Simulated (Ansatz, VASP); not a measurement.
**Si in VASP and in Ansatz**

File INCAR:

```
PREC     = Accurate       # precision mode
ENCUT    = 520            # plane-wave cutoff, eV
EDIFF    = 1E-7           # SCF threshold, eV
ISMEAR   = 0              # smearing method
SIGMA    = 0.15           # smearing width, eV
LREAL    = F              # projectors in reciprocal space
LASPH    = T              # aspherical terms in the spheres
NELM     = 80             # most SCF steps
ALGO     = Normal         # electronic algorithm
ISIF     = 2              # what is computed and relaxed
LWAVE    = F              # write WAVECAR
LCHARG   = F              # write CHGCAR
NBANDS   = 11             # bands
```

The input KPOINTS:

```
regular mesh
0
Gamma
  24 24 14
```

POSCAR

```
Si
1.0
   -1.6356629409     -1.6356629409      1.3048122898
   -1.6356629409      1.6356629409      1.3048122898
   -3.2713258818      0.0000000000     -2.6096245796
Si
2
Direct
    0.5172868261      0.5172868261      0.5022524743
   -0.0172868261     -0.0172868261     -0.0022524743
```

Input for Ansatz:

```yaml
crystal:
  lattice:
    - [-1.6356629409, -1.6356629409, 1.3048122898]
    - [-1.6356629409, 1.6356629409, 1.3048122898]
    - [-3.2713258818, 0.0, -2.6096245796]
  atoms:
    - { symbol: Si, position: [0.5172868261, 0.5172868261, 0.5022524743] }
    - { symbol: Si, position: [-0.0172868261, -0.0172868261, -0.0022524743] }
basis:
  ecutwfc: 420
kpoints:
  mp_grid: { grid: [24, 24, 14] }
hamiltonian:
  xc: lda
scf:
  occupations: { method: gaussian, width: 0.15 }
output:
  forces: true
  stress: true
  eigenvalues: true
  write_density: true
  write_potential: true
  elf: true
  volumetric_format: npy
```

Change from the starting cell: mode 4 (76.0 1/cm) frozen in, largest displacement +0.075 Å.

Alike in both runs: task single point; functional LDA; k mesh 24 × 24 × 14; occupations gaussian, width 0.15 eV; no spin polarisation.

|  | VASP | Ansatz |
| --- | --- | --- |
| version | VASP 6.6.1 | Ansatz 0.2.0 |
| potentials or method | VASP PAW LDA potentials, release 64 (Si), cutoff 520 eV | scalar-relativistic, plane waves, PAW |
| valence electrons in the cell | 8 | 8 |

```csv
,VASP,Ansatz,Ansatz less VASP
gap on the k mesh at the Fermi level (eV),none,none,-
pressure (GPa),0.2,0.1,-0.07
"traceless stress, the component that is largest in VASP (GPa)",0.41,0.43,+0.016
rms of the force components (eV/Å),0.026,0.026,+0.0002
```

LDA's correlation is that of Perdew and Zunger in VASP and of Perdew and Wang (1992) in Ansatz. Atom by atom the forces differ by 0.001 eV/Å (rms over components). A gap of «none» marks a metal or a gap that the smearing closes.
